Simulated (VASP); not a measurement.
# SrTi (Pm-3m) in VASP: a series of runs

Runs on SrTi. Level: PBE. Tasks: single point, relaxation of cell and atoms.

Program: VASP 6.6.1. These are calculated values, not measurements. Logs are shortened: lines on timing, memory, paths and dates and some standing lists are left out, and cuts for length are marked.

### 1 The cell of the first run

It takes space group Pm-3m (No. 221, cubic). Conventional cell: a = 3.921 Å, b = 3.921 Å, c = 3.921 Å, α = 90.00°, β = 90.00°, γ = 90.00°. Within 4.5 Å of Sr (site symmetry m-3m) lie 8 Ti at 3.40 Å and 6 Sr at 3.92 Å. Within 4.5 Å of Ti (site symmetry m-3m) lie 8 Sr at 3.40 Å and 6 Ti at 3.92 Å.

### 2 Single point, PBE

Contents of INCAR:

```
  ALGO = Fast
  EDIFF = 1E-6
  ENCUT = 520
  GGA = PE
  ISIF = 2
  ISMEAR = 0
  LASPH = True
  LCHARG = False
  LREAL = False
  LWAVE = False
  NBANDS = 18
  NELM = 100
  PREC = Accurate
  SIGMA = 0.1
```

Contents of KPOINTS:

```
k-points
0
Gamma
  14 14 14
```

Contents of POSCAR:

```
SrTi
1.0
    3.9205740989      0.0000000000      0.0000000000
    0.0000000000      3.9205740989      0.0000000000
    0.0000000000      0.0000000000      3.9205740989
Sr Ti
1 1
Direct
    0.0000000000      0.0000000000      0.0000000000
    0.5000000000      0.5000000000      0.5000000000
```

Potentials or basis: VASP PAW PBE potentials, release 64 (Sr_sv, Ti_sv).

On the command line:

```sh
> cat potpaw_PBE.64/Sr_sv/POTCAR potpaw_PBE.64/Ti_sv/POTCAR > POTCAR
> mpirun -np 1 vasp_std > vasp.out
```

OUTCAR:

```text
EDIFF = 1E-6
   ENCUT = 520
   GGA = PE
   ISIF = 2
   ISMEAR = 0
   LASPH = True
   LREAL = False
   NELM = 100
   PREC = Accurate

 ion  position               nearest neighbor table
   1  0.000  0.000  0.000-   2 3.40   2 3.40   2 3.40   2 3.40   2 3.40   2 3.40   2 3.40   2 3.40

   2  0.500  0.500  0.500-   1 3.40   1 3.40   1 3.40   1 3.40   1 3.40   1 3.40   1 3.40   1 3.40

  LATTYP: Found a simple cubic cell.
 ALAT       =     3.9205740989

  Lattice vectors:

 A1 = (   3.9205740989,   0.0000000000,   0.0000000000)
 A2 = (   0.0000000000,   3.9205740989,   0.0000000000)
 A3 = (   0.0000000000,   0.0000000000,   3.9205740989)

Analysis of symmetry for initial positions (statically):
=====================================================================
 Subroutine PRICEL returns:
 Original cell was already a primitive cell.

 Routine SETGRP: Setting up the symmetry group for a
 simple cubic supercell.

 Subroutine GETGRP returns: Found 48 space group operations
 (whereof 48 operations were pure point group operations)
 out of a pool of 48 trial point group operations.

The static configuration has the point symmetry O_h .

Analysis of symmetry for dynamics (positions and initial velocities):
=====================================================================
 Subroutine PRICEL returns:
 Original cell was already a primitive cell.

 Routine SETGRP: Setting up the symmetry group for a
 simple cubic supercell.

 Subroutine GETGRP returns: Found 48 space group operations
 (whereof 48 operations were pure point group operations)
 out of a pool of 48 trial point group operations.

The dynamic configuration has the point symmetry O_h .

 Subroutine INISYM returns: Found 48 space group operations
 (whereof 48 operations are pure point group operations),
 and found     1 'primitive' translations

----------------------------------------------------------------------------------------

                                     Primitive cell

  volume of cell :      60.2628

  direct lattice vectors                    reciprocal lattice vectors
     3.920574099  0.000000000  0.000000000     0.255064686  0.000000000  0.000000000
     0.000000000  3.920574099  0.000000000     0.000000000  0.255064686  0.000000000
     0.000000000  0.000000000  3.920574099     0.000000000  0.000000000  0.255064686

  length of vectors
     3.920574099  3.920574099  3.920574099     0.255064686  0.255064686  0.255064686

  position of ions in fractional coordinates (direct lattice)
     0.000000000  0.000000000  0.000000000
     0.500000000  0.500000000  0.500000000

  ion indices of the primitive-cell ions
   primitive index   ion index
                 1           1
                 2           2

----------------------------------------------------------------------------------------

 KPOINTS: k-points

Automatic generation of k-mesh.
 Grid dimensions read from file:
 generate k-points for:   14   14   14

 Generating k-lattice:

  Cartesian coordinates                     Fractional coordinates (reciprocal lattice)
     0.018218906  0.000000000  0.000000000     0.071428571  0.000000000  0.000000000
     0.000000000  0.018218906  0.000000000     0.000000000  0.071428571  0.000000000
     0.000000000  0.000000000  0.018218906     0.000000000  0.000000000  0.071428571

  Length of vectors
     0.018218906  0.018218906  0.018218906

  Shift w.r.t. Gamma in fractional coordinates (k-lattice)
     0.000000000  0.000000000  0.000000000

 Subroutine IBZKPT returns following result:
 ===========================================

 Found    120 irreducible k-points:

 Following reciprocal coordinates:
            Coordinates               Weight
  0.000000  0.000000  0.000000      1.000000
  0.071429  0.000000  0.000000      6.000000
  0.142857  0.000000  0.000000      6.000000
  0.214286  0.000000  0.000000      6.000000
  0.285714  0.000000  0.000000      6.000000
  0.357143  0.000000  0.000000      6.000000
[... 16 lines left out ...]
  0.285714  0.214286  0.000000     24.000000
  0.357143  0.214286  0.000000     24.000000
 [... further k-points ...]
   k-points           NKPTS =    120   k-points in BZ     NKDIM =    120   number of bands    NBANDS=     18
   number of dos      NEDOS =    301   number of ions     NIONS =      2
   total plane-waves  NPLWV =  27000
   dimension x,y,z NGX =    30 NGY =   30 NGZ =   30
   dimension x,y,z NGXF=    60 NGYF=   60 NGZF=   60
   ions per type =               1   1
   NGX,Y,Z   is equivalent  to a cutoff of  12.72, 12.72, 12.72 a.u.
   NGXF,Y,Z  is equivalent  to a cutoff of  25.44, 25.44, 25.44 a.u.
 SYSTEM =  unknown system
   PREC   = accura    normal or accurate (medium, high low for compatibility)
   ISTART =      0    job   : 0-new  1-cont  2-samecut
   ICHARG =      2    charge: 1-file 2-atom 10-const
   ISPIN  =      1    spin polarized calculation?
   LNONCOLLINEAR =      F non collinear calculations
   LSORBIT =      F    spin-orbit coupling
   LASPH  =      T    aspherical Exc in radial PAW
   ENCUT  =  520.0 eV  38.22 Ry    6.18 a.u.   7.29  7.29  7.29*2*pi/ulx,y,z
   NELM   =    100;   NELMIN=  2; NELMDL= -5     # of ELM steps
   EDIFF  = 0.1E-05   stopping-criterion for ELM
   LREAL  =      F    real-space projection
[... 7 lines left out ...]
   TEBEG  =    0.0;   TEEND  =   0.0 temperature during run
   PSTRESS=    0.0 pullay stress
   NELECT =      22.0000    total number of electrons
   NUPDOWN=      -1.0000    fix difference up-down
   EMIN   =  10.00;   EMAX   =-10.00  energy-range for DOS
   EFERMI =   0.00;   METHOD = LEGACY
   ISMEAR =     0;   SIGMA  =   0.10  broadening in eV -4-tet -1-fermi 0-gaus
   EFERMI_NEDOS =   21; number of points for ismear=-14 and -15
   IALGO  =     68    algorithm
   IMIX   =      4    mixing-type and parameters
     AMIX     =   0.40;   BMIX     =  1.00
     AMIX_MAG =   1.60;   BMIX_MAG =  1.00
  volume/ion in A,a.u.               =      30.13       203.34
  Fermi-wavevector in a.u.,A,eV,Ry     =   1.170036  2.211048 18.626176  1.368985
  Thomas-Fermi vector in A             =   2.306501
   LORBIT       =      0    0 simple, 1 ext, 2 COOP (PROOUT), +10 PAW based schemes
   GGA     = PE    functional components
   LHFCALC =     F    Hartree Fock is set to
   AEXX    =    0.0000 exact exchange contribution
   IVDW    =     0    specifies the selected vdW correction
   LEPSILON=     F    determine dielectric tensor
   LRPA    =     F    only Hartree local field effects (RPA)
 non-spin polarized calculation
 RMM-DIIS sequential band-by-band and
 Gauss-broadening in eV      SIGMA  =   0.10
  energy-cutoff  :      520.00
  volume of cell :       60.26
 maximum number of plane-waves:      1647
 NGX is ok and might be reduce to    30
   NGX = 15   NGY = 15   NGZ = 15

 number of electron      21.9999994 magnetization

 Free energy of the ion-electron system (eV)
  ---------------------------------------------------
  ext. energy  EPLUGINS =         0.00000000
  ---------------------------------------------------
  free energy    TOTEN  =        -7.44012021 eV

  energy without entropy =       -7.40907278  energy(sigma->0) =       -7.42459650

 E-fermi :   3.8191     XC(G=0):  -9.2562

 val. band max:        3.8157965986   @ k =   0.3571   0.3571   0.2143
 cond. band min:       3.8195016412   @ k =   0.5000   0.5000   0.5000
 fundamental gap:      0.0037050426
 Fermi energy:         3.8191477329

 k-point     1 :       0.0000    0.0000    0.0000
  band No.  band energies     occupation
      1     -53.6343      2.00000
      2     -31.1797      2.00000
      3     -29.8725      2.00000
      4     -29.8725      2.00000
      5     -29.8725      2.00000
      6     -13.1505      2.00000
[... 10 lines left out ...]
     17       9.6326      0.00000
     18       9.6339      0.00000

 k-point     2 :       0.0714    0.0000    0.0000
  band No.  band energies     occupation
      1     -53.6343      2.00000
      2     -31.1792      2.00000
      3     -29.8729      2.00000
      4     -29.8724      2.00000
      5     -29.8724      2.00000
      6     -13.1658      2.00000
[... 10 lines left out ...]
     17       9.1561      0.00000
     18       9.1707      0.00000

 k-point     3 :       0.1429    0.0000    0.0000
  band No.  band energies     occupation
      1     -53.6342      2.00000
      2     -31.1777      2.00000
      3     -29.8740      2.00000
      4     -29.8723      2.00000
      5     -29.8723      2.00000
      6     -13.2083      2.00000
[... 10 lines left out ...]
     17       8.5541      0.00000
     18       8.5567      0.00000

 k-point     4 :       0.2143    0.0000    0.0000
  band No.  band energies     occupation
      1     -53.6340      2.00000
      2     -31.1755      2.00000
      3     -29.8756      2.00000
      4     -29.8720      2.00000
      5     -29.8720      2.00000
      6     -13.2688      2.00000
[... 10 lines left out ...]
     17       8.0198      0.00000
     18       8.0198      0.00000

 k-point     5 :       0.2857    0.0000    0.0000
  band No.  band energies     occupation
      1     -53.6339      2.00000
      2     -31.1731      2.00000
      3     -29.8773      2.00000
      4     -29.8717      2.00000
      5     -29.8717      2.00000
      6     -13.3348      2.00000
[... 10 lines left out ...]
     17       7.5807      0.00000
     18       7.5807      0.00000

 k-point     6 :       0.3571    0.0000    0.0000
  band No.  band energies     occupation
      1     -53.6338      2.00000
      2     -31.1709      2.00000
      3     -29.8788      2.00000
      4     -29.8714      2.00000
      5     -29.8714      2.00000
      6     -13.3932      2.00000
[... 307 lines left out ...]
 k-point    21 :       0.5000    0.1429    0.0000
  band No.  band energies     occupation
      1     -53.6335      2.00000
      2     -31.1648      2.00000
      3     -29.8814      2.00000
      4     -29.8740      2.00000
      5     -29.8710      2.00000
      6     -13.4371      2.00000
[... 10 lines left out ...]
     17       6.8670      0.00000
     18       7.4121      0.00000

 k-point    22 :       0.2143    0.2143    0.0000
  band No.  band energies     occupation
      1     -53.6338      2.00000
      2     -31.1697      2.00000
      3     -29.8777      2.00000
      4     -29.8744      2.00000
      5     -29.8715      2.00000
      6     -13.2638      2.00000
[... 10 lines left out ...]
     17       7.0484      0.00000
     18       7.9295      0.00000

 k-point    23 :       0.2857    0.2143    0.0000
  band No.  band energies     occupation
      1     -53.6336      2.00000
      2     -31.1664      2.00000
      3     -29.8793      2.00000
      4     -29.8755      2.00000
      5     -29.8712      2.00000
      6     -13.3195      2.00000
[... 10 lines left out ...]
     17       6.9861      0.00000
     18       7.8867      0.00000

 k-point    24 :       0.3571    0.2143    0.0000
  band No.  band energies     occupation
      1     -53.6335      2.00000
      2     -31.1634      2.00000
      3     -29.8809      2.00000
      4     -29.8762      2.00000
      5     -29.8709      2.00000
      6     -13.3748      2.00000
[... 10 lines left out ...]
     17       6.8879      0.00000
     18       7.8583      0.00000

 [... further k-points ...]

------------------------ aborting loop because EDIFF is reached ----------------------------------------

  FORCE on cell =-STRESS in cart. coord.  units (eV):
  Direction    XX          YY          ZZ          XY          YZ          ZX
  --------------------------------------------------------------------------------------
  -------------------------------------------------------------------------------------
  Total        0.0461238      0.0461238      0.0461238     -0.0000000      0.0000000      0.0000000
  in kB        1.2262716      1.2262716      1.2262716     -0.0000000      0.0000000      0.0000000
  external PRESSURE =       1.2262716 kB  Pullay stress =       0.0000000 kB

 VOLUME and BASIS-vectors are now :
 -----------------------------------------------------------------------------
  energy-cutoff  :      520.00
  volume of cell :       60.26
      direct lattice vectors                 reciprocal lattice vectors
     3.920574099  0.000000000  0.000000000     0.255064686  0.000000000  0.000000000
     0.000000000  3.920574099  0.000000000     0.000000000  0.255064686  0.000000000
     0.000000000  0.000000000  3.920574099     0.000000000  0.000000000  0.255064686

 POSITION                                       TOTAL-FORCE (eV/Angst)
 -----------------------------------------------------------------------------------
      0.00000      0.00000      0.00000         0.000000      0.000000      0.000000
      1.96029      1.96029      1.96029         0.000000      0.000000      0.000000
 -----------------------------------------------------------------------------------
    total drift:                                0.000000      0.000000      0.000000

  FREE ENERGIE OF THE ION-ELECTRON SYSTEM (eV)
  ---------------------------------------------------
  free  energy   TOTEN  =        -7.4401202114 eV

  energy  without entropy=       -7.4090727844  energy(sigma->0) =       -7.42459650
```

It took 3.6 min on 1 thread of Intel Xeon 6975P-C (Granite Rapids), shared host; peak memory 0.27 GiB.

Results:

```yaml
Free_energy: -7.4401 eV
Pressure: 0.1 GPa
Band_gap_on_the_k_mesh: zero (bands 11 and 12 overlap by 0.39 eV)
```

### 3 Relaxation of cell and atoms, PBE

This run uses another cell than the first one, of 30.04 Å³/atom.

Contents of INCAR:

```
PREC     = Accurate       # precision mode
ENCUT    = 600            # plane-wave cutoff, eV
EDIFF    = 1E-6           # SCF threshold, eV
ISMEAR   = 0              # smearing method
SIGMA    = 0.1            # smearing width, eV
LREAL    = False          # projectors in reciprocal space
LASPH    = True           # aspherical terms in the spheres
NELM     = 100            # most SCF steps
ALGO     = Fast           # electronic algorithm
ISIF     = 3              # what is computed and relaxed
LWAVE    = False          # write WAVECAR
LCHARG   = False          # write CHGCAR
GGA      = PE             # functional
IBRION   = 2              # ionic algorithm
NSW      = 100            # ionic steps
EDIFFG   = -0.01          # ionic threshold
```

Contents of KPOINTS:

```
regular mesh
0
Gamma
  14 14 14
```

Contents of POSCAR:

```
SrTi
1.0
    3.9166668728      0.0000000000      0.0000000000
    0.0000000000      3.9166668728      0.0000000000
    0.0000000000      0.0000000000      3.9166668728
Sr Ti
1 1
Direct
    0.0000000000      0.0000000000      0.0000000000
    0.5000000000      0.5000000000      0.5000000000
```

Potentials or basis: VASP PAW PBE potentials, release 64 (Sr_sv, Ti_sv).

On the command line:

```sh
> cat potpaw_PBE.64/Sr_sv/POTCAR potpaw_PBE.64/Ti_sv/POTCAR > POTCAR
> mpirun -np 1 vasp_std > vasp.out
```

Wall time 4.4 min (1 thread of Intel Xeon 6975P-C (Granite Rapids), shared host); peak memory 0.3 GiB.

It converged, with:

* Free energy: -7.4397 eV
* Relaxed volume: 30.21 Å³/atom
* Relaxed cell: a = 3.924 Å, b = 3.924 Å, c = 3.924 Å, α = 90.00°, β = 90.00°, γ = 90.00°
* Space group after relaxing (to 0.1 Å): Pm-3m (No. 221)
* Energy gained by relaxing: 0.1 meV/atom
* Ionic steps: 3
* Pressure after relaxing: 0.0 GPa
* Band gap on the k mesh: zero (bands 11 and 12 overlap by 0.39 eV)

The path:
```
step  energy change (eV)  largest force (eV/Å)  pressure (GPa)  volume (Å³)
   1              0.0000                0.0000            0.31        60.08
   2             -0.0002                0.0000           -0.06        60.59
   3             -0.0002                0.0000            0.01        60.41
```

Final structure:
```
CELL_PARAMETERS angstrom
3.92385 0.00000 0.00000
0.00000 3.92385 0.00000
0.00000 0.00000 3.92385
ATOMIC_POSITIONS crystal
Sr 0.00000 0.00000 0.00000
Ti 0.50000 0.50000 0.50000
```

Levels at points of the mesh, in eV from the Fermi level:
| k point | band 9 | band 10 | band 11 | band 12 | band 13 | band 14 |
| --- | --- | --- | --- | --- | --- | --- |
| (0.00, 0.00, 0.00) | -4.48 | -1.09 | -1.09 | 0.73 | 0.73 | 0.73 |
| (0.50, 0.00, 0.00) | -1.88 | -1.77 | -0.27 | 0.55 | 0.55 | 0.94 |
| (0.50, 0.50, 0.00) | -1.90 | -1.19 | 0.06 | 0.06 | 1.06 | 1.06 |
| (0.50, 0.50, 0.50) | -0.07 | -0.07 | -0.07 | 0.00 | 0.00 | 0.00 |
